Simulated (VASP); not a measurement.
# MoPt (P-6m2) in VASP: further runs

Runs on MoPt. Level: LDA. Tasks: single point, relaxation of volume and atoms at fixed shape.

All numbers are computed with VASP 6.6.1; they aren't measurements. Logs are shortened: lines on timing, memory, paths and dates and some standing lists are left out, and cuts for length are marked.

### Step 1. The cell of the first run

It takes space group P-6m2 (No. 187, hexagonal). Conventional cell: a = 2.768 Å, b = 2.768 Å, c = 4.441 Å, α = 90.00°, β = 90.00°, γ = 120.00°. Mo (site symmetry -6m2) has 6 Pt at 2.74 Å and 6 Mo at 2.77 Å within 3.6 Å. Within 3.6 Å of Pt (site symmetry -6m2) lie 6 Mo at 2.74 Å and 6 Pt at 2.77 Å.

### Step 2. Single point, LDA

File INCAR:

```
SYSTEM = MoPt
PREC = Accurate
ENCUT = 570
EDIFF = 1E-6
ISMEAR = -1
SIGMA = 0.1
LREAL = .False.
LASPH = .True.
NELM = 120
ALGO = Normal
ISIF = 2
LWAVE = .False.
LCHARG = .False.
NBANDS = 23
GGA_COMPAT = .False.
```

File KPOINTS:

```
regular mesh
0
Gamma
  8 8 5
  0 0 0
```

File POSCAR:

```
MoPt
1.0
    2.7676000233      0.0000000000      0.0000000000
   -1.3838000117      2.3968119277      0.0000000000
    0.0000000000      0.0000000000      4.4406450011
Mo Pt
1 1
Direct
    0.6666666667      0.3333333333      0.0000000000
    0.3333333333      0.6666666667      0.5000000000
```

Potentials or basis: VASP PAW LDA potentials, release 64 (Mo_sv, Pt_sv_GW).

Command:

```
$ cat potpaw_LDA.64/Mo_sv/POTCAR potpaw_LDA.64/Pt_sv_GW/POTCAR > POTCAR
$ mpirun -np 1 vasp_std > vasp.out
```

OUTCAR:

```text
SYSTEM = MoPt
   PREC = Accurate
   ENCUT = 570
   EDIFF = 1E-6
   ISMEAR = -1
   LREAL = .False.
   LASPH = .True.
   NELM = 120
   ISIF = 2

 ion  position               nearest neighbor table
   1  0.667  0.333  0.000-   2 2.74   2 2.74   2 2.74   2 2.74   2 2.74   2 2.74
   2  0.333  0.667  0.500-   1 2.74   1 2.74   1 2.74   1 2.74   1 2.74   1 2.74

  LATTYP: Found a hexagonal cell.
 ALAT       =     2.7676000233
 C/A-ratio  =     1.6045111157

  Lattice vectors:

 A1 = (   2.7676000233,   0.0000000000,   0.0000000000)
 A2 = (  -1.3838000117,   2.3968119277,   0.0000000000)
 A3 = (   0.0000000000,   0.0000000000,   4.4406450011)

Analysis of symmetry for initial positions (statically):
=====================================================================
 Subroutine PRICEL returns:
 Original cell was already a primitive cell.

 Routine SETGRP: Setting up the symmetry group for a
 hexagonal supercell.

 Subroutine GETGRP returns: Found 12 space group operations
 (whereof 12 operations were pure point group operations)
 out of a pool of 24 trial point group operations.

The static configuration has the point symmetry D_3h.

Analysis of symmetry for dynamics (positions and initial velocities):
=====================================================================
 Subroutine PRICEL returns:
 Original cell was already a primitive cell.

 Routine SETGRP: Setting up the symmetry group for a
 hexagonal supercell.

 Subroutine GETGRP returns: Found 12 space group operations
 (whereof 12 operations were pure point group operations)
 out of a pool of 24 trial point group operations.

The dynamic configuration has the point symmetry D_3h.

 Subroutine INISYM returns: Found 12 space group operations
 (whereof 12 operations are pure point group operations),
 and found     1 'primitive' translations

----------------------------------------------------------------------------------------

                                     Primitive cell

  volume of cell :      29.4566

  direct lattice vectors                    reciprocal lattice vectors
     2.767600023  0.000000000  0.000000000     0.361323888  0.208610444  0.000000000
    -1.383800012  2.396811928  0.000000000     0.000000000  0.417220888  0.000000000
     0.000000000  0.000000000  4.440645001     0.000000000  0.000000000  0.225192511

  length of vectors
     2.767600023  2.767600023  4.440645001     0.417220888  0.417220888  0.225192511

  position of ions in fractional coordinates (direct lattice)
     0.666666667  0.333333333  0.000000000
     0.333333333  0.666666667  0.500000000
[... 76 lines left out ...]
   NELM   =    120;   NELMIN=  2; NELMDL= -5     # of ELM steps
   EDIFF  = 0.1E-05   stopping-criterion for ELM
   LREAL  =      F    real-space projection
   EDIFFG = 0.1E-04   stopping-criterion for IOM
   NSW    =      0    number of steps for IOM
   IBRION =     -1    ionic relax: 0-MD 1-quasi-New 2-CG
   NFREE  =      0    steps in history (QN), initial steepest desc. (CG)
   ISIF   =      2    stress and relaxation
   ISYM   =      2    0-nonsym 1-usesym 2-fastsym
   POTIM  = 0.5000    time-step for ionic-motion
   TEBEG  =    0.0;   TEEND  =   0.0 temperature during run
   PSTRESS=    0.0 pullay stress
   NELECT =      32.0000    total number of electrons
   NUPDOWN=      -1.0000    fix difference up-down
   EMIN   =  10.00;   EMAX   =-10.00  energy-range for DOS
   EFERMI =   0.00;   METHOD = LEGACY
   ISMEAR =    -1;   SIGMA  =   0.10  broadening in eV -4-tet -1-fermi 0-gaus
   EFERMI_NEDOS =   21; number of points for ismear=-14 and -15
   IALGO  =     38    algorithm
   IMIX   =      4    mixing-type and parameters
     AMIX     =   0.40;   BMIX     =  1.00
     AMIX_MAG =   1.60;   BMIX_MAG =  1.00
  volume/ion in A,a.u.               =      14.73        99.39
  Fermi-wavevector in a.u.,A,eV,Ry     =   1.682921  3.180259 38.534731  2.832223
  Thomas-Fermi vector in A             =   2.766214
   LORBIT       =      0    0 simple, 1 ext, 2 COOP (PROOUT), +10 PAW based schemes
   GGA     = CA    functional components
   LHFCALC =     F    Hartree Fock is set to
   AEXX    =    0.0000 exact exchange contribution
   IVDW    =     0    specifies the selected vdW correction
   LEPSILON=     F    determine dielectric tensor
   LRPA    =     F    only Hartree local field effects (RPA)
 non-spin polarized calculation
  energy-cutoff  :      570.00
  volume of cell :       29.46
 maximum number of plane-waves:       942
 NGX is ok and might be reduce to    24
   NGX = 11   NGY = 11   NGZ = 17

 number of electron      31.9999998 magnetization

 Free energy of the ion-electron system (eV)
  ---------------------------------------------------
  ext. energy  EPLUGINS =         0.00000000
  ---------------------------------------------------
  free energy    TOTEN  =       -19.85465296 eV

  energy without entropy =      -19.79233998  energy(sigma->0) =      -19.82349647

 E-fermi :  12.4810     XC(G=0): -14.2335

 val. band max:       12.4468817857   @ k =   0.1250   0.0000   0.4000
 cond. band min:      12.5413177628   @ k =   0.3750   0.1250   0.0000
 fundamental gap:      0.0944359772
 Fermi energy:        12.4810416022

 k-point     1 :       0.0000    0.0000    0.0000
  band No.  band energies     occupation
      1     -86.6130      2.00000
      2     -48.3127      2.00000
      3     -41.1380      2.00000
      4     -40.7913      2.00000
      5     -40.7913      2.00000
      6     -22.7315      2.00000
[... 613 lines left out ...]
     22      25.3365      0.00000
     23      27.1628      0.00000

 [... further k-points ...]

------------------------ aborting loop because EDIFF is reached ----------------------------------------

  FORCE on cell =-STRESS in cart. coord.  units (eV):
  Direction    XX          YY          ZZ          XY          YZ          ZX
  --------------------------------------------------------------------------------------
  -------------------------------------------------------------------------------------
  Total       -0.2675202     -0.2675202      0.7727363      0.0000000      0.0000000      0.0000000
  in kB      -14.5506991    -14.5506991     42.0299180      0.0000000      0.0000000      0.0000000
  external PRESSURE =       4.3095066 kB  Pullay stress =       0.0000000 kB

 VOLUME and BASIS-vectors are now :
 -----------------------------------------------------------------------------
  energy-cutoff  :      570.00
  volume of cell :       29.46
      direct lattice vectors                 reciprocal lattice vectors
     2.767600023  0.000000000  0.000000000     0.361323888  0.208610444  0.000000000
    -1.383800012  2.396811928  0.000000000     0.000000000  0.417220888  0.000000000
     0.000000000  0.000000000  4.440645001     0.000000000  0.000000000  0.225192511

 POSITION                                       TOTAL-FORCE (eV/Angst)
 -----------------------------------------------------------------------------------
      1.38380      0.79894      0.00000        -0.000000      0.000000      0.000000
     -0.00000      1.59787      2.22032         0.000000     -0.000000      0.000000
 -----------------------------------------------------------------------------------
    total drift:                                0.000000     -0.000000     -0.000000

  FREE ENERGIE OF THE ION-ELECTRON SYSTEM (eV)
  ---------------------------------------------------
  free  energy   TOTEN  =       -19.8546529629 eV

  energy  without entropy=      -19.7923399847  energy(sigma->0) =      -19.82349647
```

OSZICAR:

```text
N       E                     dE             d eps       ncg     rms          rms(c)
DAV:   1     0.407213980022E+03    0.40721E+03   -0.22343E+04  1380   0.163E+03
DAV:   2    -0.109386580769E+02   -0.41815E+03   -0.40310E+03  1549   0.551E+02
DAV:   3    -0.239486487054E+02   -0.13010E+02   -0.12840E+02  1632   0.102E+02
DAV:   4    -0.240501255077E+02   -0.10148E+00   -0.10146E+00  1576   0.912E+00
DAV:   5    -0.240511228338E+02   -0.99733E-03   -0.99732E-03  1625   0.783E-01    0.745E+01
DAV:   6    -0.249926828231E+02   -0.94156E+00   -0.30458E+01  1759   0.466E+01    0.511E+01
DAV:   7    -0.202521495834E+02    0.47405E+01   -0.83424E+00  1618   0.414E+01    0.251E+01
DAV:   8    -0.198555608223E+02    0.39659E+00   -0.11765E+00  1583   0.902E+00    0.687E+00
DAV:   9    -0.198566800958E+02   -0.11193E-02   -0.66728E-02  1583   0.218E+00    0.192E+00
DAV:  10    -0.198548963911E+02    0.17837E-02   -0.40980E-03  1632   0.611E-01    0.491E-01
DAV:  11    -0.198546705125E+02    0.22588E-03   -0.53880E-04  1520   0.212E-01    0.949E-02
DAV:  12    -0.198546581237E+02    0.12389E-04   -0.56290E-05  1562   0.904E-02    0.727E-02
DAV:  13    -0.198546558410E+02    0.22827E-05   -0.27289E-05  1639   0.479E-02    0.290E-02
DAV:  14    -0.198546530040E+02    0.28369E-05   -0.56927E-06  1364   0.232E-02    0.159E-02
DAV:  15    -0.198546529629E+02    0.41196E-07   -0.79644E-07   781   0.758E-03
   1 F= -.19854653E+02 E0= -.19823496E+02  d E =-.623130E-01
```

Run time: 25 s. Hardware: 1 thread of AMD EPYC 7R13 (Zen 3), shared host; peak memory 0.13 GiB.

Results:

```
Free energy            : -19.8547 eV
Pressure               : 0.4 GPa
Band gap on the k mesh : zero (bands 16 and 17 overlap by 2.05 eV)
```

Stress tensor (GPa, compression positive):
```
-1.46  0.00  0.00
 0.00 -1.46  0.00
 0.00  0.00  4.20
```

Levels at points of the mesh, in eV from the Fermi level:
| k point | band 12 | band 13 | band 14 | band 15 | band 16 | band 17 | band 18 | band 19 | band 20 | band 21 |
| --- | --- | --- | --- | --- | --- | --- | --- | --- | --- | --- |
| (0.00, 0.00, 0.00) | -4.24 | -2.71 | -2.67 | -2.67 | -0.78 | -0.78 | 0.28 | 2.20 | 2.20 | 8.91 |
| (0.50, 0.00, 0.00) | -3.92 | -2.69 | -2.35 | -1.72 | -0.59 | 2.47 | 2.97 | 4.16 | 5.97 | 9.04 |

Caveat: the stress differs along the axes, from -1 to 4 GPa; spin-orbit coupling is left out, which moves the levels of the heavy elements.

### Step 3. Relaxation of volume and atoms at fixed shape, LDA

This run uses another cell than the first one, of 15.61 Å³/atom.

File INCAR:

```
PREC     = Accurate       # precision mode
ENCUT    = 570            # plane-wave cutoff, eV
EDIFF    = 1E-7           # SCF threshold, eV
ISMEAR   = -1             # smearing method
SIGMA    = 0.1            # smearing width, eV
LREAL    = F              # projectors in reciprocal space
LASPH    = T              # aspherical terms in the spheres
NELM     = 120            # most SCF steps
ALGO     = Normal         # electronic algorithm
ISIF     = 8              # what is computed and relaxed
LWAVE    = F              # write WAVECAR
LCHARG   = F              # write CHGCAR
IBRION   = 2              # ionic algorithm
NSW      = 60             # ionic steps
EDIFFG   = -0.03          # ionic threshold
GGA_COMPAT= F            
NELMIN   = 4
```

File KPOINTS:

```
Automatic mesh
0
Gamma
  8 8 5
```

File POSCAR:

```
MoPt
1.0
    2.8214750000      0.0000000000      0.0000000000
   -1.4107375000      2.4434690261      0.0000000000
    0.0000000000      0.0000000000      4.5270880000
Mo Pt
1 1
Direct
    0.6666666667      0.3333333333      0.0000000000
    0.3333333333      0.6666666667      0.5000000000
```

Potentials or basis: VASP PAW LDA potentials, release 64 (Mo_sv, Pt_sv_GW).

Command:

```
$ cat potpaw_LDA.64/Mo_sv/POTCAR potpaw_LDA.64/Pt_sv_GW/POTCAR > POTCAR
$ mpirun -np 1 vasp_std > vasp.out
```

Run time: 66 s. Hardware: 1 thread of Intel Xeon Platinum 8259CL at 2.50GHz (Skylake/Cascade Lake), shared host; peak memory 0.16 GiB.

Results (log left out):

- Free energy: -19.8631 eV
- Relaxed volume: 14.77 Å³/atom
- Relaxed cell: a = 2.770 Å, b = 2.770 Å, c = 4.445 Å, α = 90.00°, β = 90.00°, γ = 120.00°
- Space group after relaxing (to 0.1 Å): P-6m2 (No. 187)
- Energy gained by relaxing: 42.4 meV/atom
- Ionic steps: 4
- Pressure after relaxing: -0.3 GPa
- Band gap on the k mesh: zero (bands 16 and 17 overlap by 2.04 eV)

Stress tensor (GPa, compression positive):
```
-2.14  0.00  0.00
 0.00 -2.14  0.00
 0.00  0.00  3.42
```

Step by step:
| step | energy change (eV) | largest force (eV/Å) | pressure (GPa) | volume (Å³) |
| --- | --- | --- | --- | --- |
| 1 | 0.0000 | 0.0000 | -15.24 | 31.21 |
| 2 | 0.8450 | 0.0000 | 76.66 | 24.98 |
| 3 | -0.0845 | 0.0000 | -1.17 | 29.63 |
| 4 | -0.0849 | 0.0000 | -0.29 | 29.54 |

Final structure:
```
Mo Pt
1.0
     2.77032    0.00000    0.00000
    -1.38516    2.39917    0.00000
     0.00000    0.00000    4.44501
Mo Pt
1 1
Direct
  0.66667 0.33333 0.00000
  0.33333 0.66667 0.50000
```

Levels at points of the mesh, in eV from the Fermi level:
```
           k point  band 14  band 15  band 16  band 17  band 18  band 19
(0.00, 0.00, 0.00)    -2.66    -2.66    -0.78    -0.78     0.28     2.19
(0.50, 0.00, 0.00)    -2.34    -1.71    -0.59     2.46     2.95     4.15
```

Caveat: spin-orbit coupling is left out, which moves the levels of the heavy elements.

The gap in the log of VASP goes by the Fermi energy; the results here count the filled bands.